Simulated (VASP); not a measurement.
# MgO in VASP: notebook, part 2 of 3

VASP 6.6.1.

**4. Single point, PBE**

This run uses another cell than the first one: it holds 24 atoms, not 6.

INCAR reads:

```
SYSTEM = MgO
PREC = Accurate
ENCUT = 520
EDIFF = 1E-6
ISMEAR = 0
SIGMA = 0.05
LREAL = Auto
LASPH = .True.
NELM = 80
ALGO = Normal
ISIF = 2
LWAVE = .False.
LCHARG = .False.
LDIPOL = .True.
IDIPOL = 3
DIPOL = 0.5 0.5 0.293
GGA = PE
NBANDS = 66
```

KPOINTS reads:

```
Automatic mesh
0
Gamma
  5 5 1
  0 0 0
```

POSCAR reads:

```
MgO
1.0
    6.0171792582      0.0000000000      0.0000000000
    0.0000000000      6.0171792582      0.0000000000
    0.0000000000      0.0000000000     20.8799623436
Mg O
12 12
Direct
    0.2500000000      0.2500000000      0.1915712267
    0.2500000000      0.7500000000      0.1915712267
    0.7500000000      0.2500000000      0.1915712267
    0.7500000000      0.7500000000      0.1915712267
    0.0000000000      0.0000000000      0.2936999204
    0.0000000000      0.5000000000      0.2936999204
    0.5000000000      0.0000000000      0.2936999204
    0.5000000000      0.5000000000      0.2936999204
    0.2500000000      0.2500000000      0.3942063725
    0.2500000000      0.7500000000      0.3942063725
    0.7500000000      0.2500000000      0.3942063725
    0.7500000000      0.7500000000      0.3942063725
    0.0000000000      0.0000000000      0.1915712267
    0.0000000000      0.5000000000      0.1915712267
    0.5000000000      0.0000000000      0.1915712267
    0.5000000000      0.5000000000      0.1915712267
    0.2500000000      0.2500000000      0.2932336620
    0.2500000000      0.7500000000      0.2932336620
    0.7500000000      0.2500000000      0.2932336620
    0.7500000000      0.7500000000      0.2932336620
    0.0000000000      0.0000000000      0.3965506358
    0.0000000000      0.5000000000      0.3965506358
    0.5000000000      0.0000000000      0.3965506358
    0.5000000000      0.5000000000      0.3965506358
```

Potentials or basis: VASP PAW PBE potentials, release 64 (Mg, O).

The run is started by

```
> cat potpaw_PBE.64/Mg/POTCAR potpaw_PBE.64/O/POTCAR > POTCAR
> mpirun -np 1 vasp_std > vasp.out
```

OUTCAR:

```text
SYSTEM = MgO
   PREC = Accurate
   ENCUT = 520
   EDIFF = 1E-6
   ISMEAR = 0
   LREAL = Auto
   LASPH = .True.
   NELM = 80
   ISIF = 2
   GGA = PE

 ion  position               nearest neighbor table
   1  0.250  0.250  0.192-  17 2.12  14 2.13  15 2.13  16 2.13  13 2.13   3 3.01   2 3.01   2 3.01
                             3 3.01   8 3.01   5 3.01   6 3.01   7 3.01
   2  0.250  0.750  0.192-  18 2.12  14 2.13  15 2.13  16 2.13  13 2.13   4 3.01   1 3.01   1 3.01
                             4 3.01   8 3.01   5 3.01   6 3.01   7 3.01
   3  0.750  0.250  0.192-  19 2.12  14 2.13  15 2.13  16 2.13  13 2.13   4 3.01   1 3.01   4 3.01
                             1 3.01   8 3.01   5 3.01   6 3.01   7 3.01
   4  0.750  0.750  0.192-  20 2.12  14 2.13  15 2.13  16 2.13  13 2.13   3 3.01   2 3.01   3 3.01
                             2 3.01   8 3.01   5 3.01   6 3.01   7 3.01
   5  0.000  0.000  0.294-  17 2.13  18 2.13  19 2.13  20 2.13  13 2.13  21 2.15  11 2.99  12 2.99
                             9 2.99  10 2.99   6 3.01   7 3.01   6 3.01   7 3.01   3 3.01   4 3.01
   6  0.000  0.500  0.294-  17 2.13  18 2.13  19 2.13  20 2.13  14 2.13  22 2.15  11 2.99  12 2.99
                             9 2.99  10 2.99   5 3.01   8 3.01   5 3.01   8 3.01   3 3.01   4 3.01
   7  0.500  0.000  0.294-  17 2.13  18 2.13  19 2.13  20 2.13  15 2.13  23 2.15  11 2.99  12 2.99
                             9 2.99  10 2.99   5 3.01   8 3.01   8 3.01   5 3.01   3 3.01   4 3.01
   8  0.500  0.500  0.294-  17 2.13  18 2.13  19 2.13  20 2.13  16 2.13  24 2.15  11 2.99  12 2.99
                             9 2.99  10 2.99   6 3.01   7 3.01   7 3.01   6 3.01   3 3.01   4 3.01
   9  0.250  0.250  0.394-  17 2.11  21 2.13  22 2.13  23 2.13  24 2.13   6 2.99   7 2.99   8 2.99
[... 26 lines left out ...]
 A1 = (   6.0171792582,   0.0000000000,   0.0000000000)
 A2 = (   0.0000000000,   6.0171792582,   0.0000000000)
 A3 = (   0.0000000000,   0.0000000000,  20.8799623436)

Analysis of symmetry for initial positions (statically):
=====================================================================
 Subroutine PRICEL returns following result:

  LATTYP: Found a simple tetragonal cell.
 ALAT       =     3.0085896291
 C/A-ratio  =     6.9401164392

  Lattice vectors:

 A1 = (   3.0085896291,   0.0000000000,   0.0000000000)
 A2 = (   0.0000000000,   3.0085896291,   0.0000000000)
 A3 = (   0.0000000000,   0.0000000000,  20.8799623436)

   4 primitive cells build up your supercell.

 Routine SETGRP: Setting up the symmetry group for a
 simple tetragonal supercell.

 Subroutine GETGRP returns: Found  8 space group operations
 (whereof  8 operations were pure point group operations)
 out of a pool of 16 trial point group operations.

The static configuration has the point symmetry C_4v.

Analysis of symmetry for dynamics (positions and initial velocities):
=====================================================================
 Subroutine PRICEL returns following result:

  LATTYP: Found a simple tetragonal cell.
 ALAT       =     3.0085896291
 C/A-ratio  =     6.9401164392

  Lattice vectors:

 A1 = (   3.0085896291,   0.0000000000,   0.0000000000)
 A2 = (   0.0000000000,   3.0085896291,   0.0000000000)
 A3 = (   0.0000000000,   0.0000000000,  20.8799623436)

   4 primitive cells build up your supercell.

 Routine SETGRP: Setting up the symmetry group for a
 simple tetragonal supercell.

 Subroutine GETGRP returns: Found  8 space group operations
 (whereof  8 operations were pure point group operations)
 out of a pool of 16 trial point group operations.
[... 79 lines left out ...]
   NGXF,Y,Z  is equivalent  to a cutoff of  26.52, 26.52, 25.48 a.u.
 SYSTEM =  MgO
   PREC   = accura    normal or accurate (medium, high low for compatibility)
   ISTART =      0    job   : 0-new  1-cont  2-samecut
   ICHARG =      2    charge: 1-file 2-atom 10-const
   ISPIN  =      1    spin polarized calculation?
   LNONCOLLINEAR =      F non collinear calculations
   LSORBIT =      F    spin-orbit coupling
   LASPH  =      T    aspherical Exc in radial PAW
   ENCUT  =  520.0 eV  38.22 Ry    6.18 a.u.  11.19 11.19 38.82*2*pi/ulx,y,z
   NELM   =     80;   NELMIN=  2; NELMDL= -5     # of ELM steps
   EDIFF  = 0.1E-05   stopping-criterion for ELM
   LREAL  =      T    real-space projection
   EDIFFG = 0.1E-04   stopping-criterion for IOM
   NSW    =      0    number of steps for IOM
   IBRION =     -1    ionic relax: 0-MD 1-quasi-New 2-CG
   NFREE  =      0    steps in history (QN), initial steepest desc. (CG)
   ISIF   =      2    stress and relaxation
   ISYM   =      2    0-nonsym 1-usesym 2-fastsym
   POTIM  = 0.5000    time-step for ionic-motion
   TEBEG  =    0.0;   TEEND  =   0.0 temperature during run
   PSTRESS=    0.0 pullay stress
   NELECT =      96.0000    total number of electrons
   NUPDOWN=      -1.0000    fix difference up-down
   EMIN   =  10.00;   EMAX   =-10.00  energy-range for DOS
   EFERMI =   0.00;   METHOD = LEGACY
   ISMEAR =     0;   SIGMA  =   0.05  broadening in eV -4-tet -1-fermi 0-gaus
   EFERMI_NEDOS =   21; number of points for ismear=-14 and -15
   IALGO  =     38    algorithm
   IMIX   =      4    mixing-type and parameters
     AMIX     =   0.40;   BMIX     =  1.00
     AMIX_MAG =   1.60;   BMIX_MAG =  1.00
  volume/ion in A,a.u.               =      31.50       212.57
  Fermi-wavevector in a.u.,A,eV,Ry     =   0.822861  1.554983  9.212517  0.677101
  Thomas-Fermi vector in A             =   1.934271
   LORBIT       =      0    0 simple, 1 ext, 2 COOP (PROOUT), +10 PAW based schemes
   GGA     = PE    functional components
   LHFCALC =     F    Hartree Fock is set to
   AEXX    =    0.0000 exact exchange contribution
   IVDW    =     0    specifies the selected vdW correction
   LEPSILON=     F    determine dielectric tensor
   LRPA    =     F    only Hartree local field effects (RPA)
 non-spin polarized calculation
 Gauss-broadening in eV      SIGMA  =   0.05
  energy-cutoff  :      520.00
  volume of cell :      755.99
 maximum number of plane-waves:     20372
 NGX is ok and might be reduce to    48

 dipolmoment           0.000000      0.000000     -0.000012 electrons x Angstroem

 number of electron      96.0000005 magnetization

 dipolmoment           0.000000      0.000000      0.079861 electrons x Angstroem

 Free energy of the ion-electron system (eV)
  ---------------------------------------------------
  ext. energy  EPLUGINS =         0.00000000
  ---------------------------------------------------
  free energy    TOTEN  =      -138.80586509 eV

  energy without entropy =     -138.80586509  energy(sigma->0) =     -138.80586509

 E-fermi :  -2.3545     XC(G=0):  -4.0686

 val. band max:       -2.5970440730   @ k =   0.0000   0.0000   0.0000
 cond. band min:       0.6354465739   @ k =   0.0000   0.0000   0.0000
 fundamental gap:      3.2324906469
 Fermi energy:        -2.3544772572

 k-point     1 :       0.0000    0.0000    0.0000
  band No.  band energies     occupation
      1     -19.3271      2.00000
      2     -18.5666      2.00000
      3     -18.5116      2.00000
      4     -18.5116      2.00000
      5     -18.2084      2.00000
      6     -18.1786      2.00000
[... 367 lines left out ...]
     59       4.6887      0.00000
     60       4.6887      0.00000
 [bands above 60 left out]

------------------------ aborting loop because EDIFF is reached ----------------------------------------

 vacuum level on the upper side and lower side of the slab       (xc-potential included)         0.108        -0.280

  FORCE on cell =-STRESS in cart. coord.  units (eV):
  Direction    XX          YY          ZZ          XY          YZ          ZX
  --------------------------------------------------------------------------------------
  -------------------------------------------------------------------------------------
  Total      -16.1862514    -16.1862514     -0.7828462      0.0000000      0.0000000      0.0000000
  in kB      -34.3037228    -34.3037228     -1.6590956      0.0000000      0.0000000      0.0000000
  external PRESSURE =     -23.4221804 kB  Pullay stress =       0.0000000 kB

 VOLUME and BASIS-vectors are now :
 -----------------------------------------------------------------------------
  energy-cutoff  :      520.00
  volume of cell :      755.99
      direct lattice vectors                 reciprocal lattice vectors
     6.017179258  0.000000000  0.000000000     0.166190827  0.000000000  0.000000000
     0.000000000  6.017179258  0.000000000     0.000000000  0.166190827  0.000000000
     0.000000000  0.000000000 20.879962344     0.000000000  0.000000000  0.047892807

 POSITION                                       TOTAL-FORCE (eV/Angst)
 -----------------------------------------------------------------------------------
      1.50429      1.50429      4.00000         0.000000     -0.000000      0.452761
      1.50429      4.51288      4.00000         0.000000     -0.000000      0.452761
      4.51288      1.50429      4.00000         0.000000     -0.000000      0.452761
      4.51288      4.51288      4.00000         0.000000     -0.000000      0.452761
      0.00000      0.00000      6.13244         0.000000     -0.000000     -0.021188
      0.00000      3.00859      6.13244        -0.000000     -0.000000     -0.021188
[... 16 lines left out ...]
      3.00859      0.00000      8.27996        -0.000000     -0.000000      0.003531
      3.00859      3.00859      8.27996        -0.000000     -0.000000      0.003531
 -----------------------------------------------------------------------------------
    total drift:                                0.000000      0.000000      0.031704

  FREE ENERGIE OF THE ION-ELECTRON SYSTEM (eV)
  ---------------------------------------------------
  free  energy   TOTEN  =      -138.8058650911 eV

  energy  without entropy=     -138.8058650911  energy(sigma->0) =     -138.80586509

 vacuum level on the upper side and lower side of the slab         2.579         2.182
```

It took 11 min on 1 thread of Intel Xeon Platinum 8488C (Sapphire Rapids), shared host; peak memory 0.79 GiB.

Results:

```yaml
Free_energy: -138.8059 eV
Largest_force: 0.453 eV/Å
Band_gap_on_the_k_mesh: 3.23 eV
```

Forces in eV/Å, atoms in the order of the input:
```
Mg   0.000  0.000  0.453
Mg   0.000  0.000  0.453
Mg   0.000  0.000  0.453
Mg   0.000  0.000  0.453
Mg   0.000  0.000 -0.021
Mg   0.000  0.000 -0.021
Mg   0.000  0.000 -0.021
Mg   0.000  0.000 -0.021
Mg   0.000  0.000 -0.040
Mg   0.000  0.000 -0.040
Mg   0.000  0.000 -0.040
Mg   0.000  0.000 -0.040
O    0.000  0.000 -0.424
O    0.000  0.000 -0.424
O    0.000  0.000 -0.424
O    0.000  0.000 -0.424
O    0.000  0.000  0.029
O    0.000  0.000  0.029
O    0.000  0.000  0.029
O    0.000  0.000  0.029
O    0.000  0.000  0.004
O    0.000  0.000  0.004
O    0.000  0.000  0.004
O    0.000  0.000  0.004
```

Levels at points of the mesh, in eV from the valence-band top:
| k point | band 45 | band 46 | band 47 | band 48 | band 49 | band 50 | band 51 | band 52 |
| --- | --- | --- | --- | --- | --- | --- | --- | --- |
| (0.00, 0.00, 0.00) | -0.20 | -0.20 | 0.00 | 0.00 | 3.23 | 3.88 | 5.02 | 5.78 |

[end of part 2 of 3]
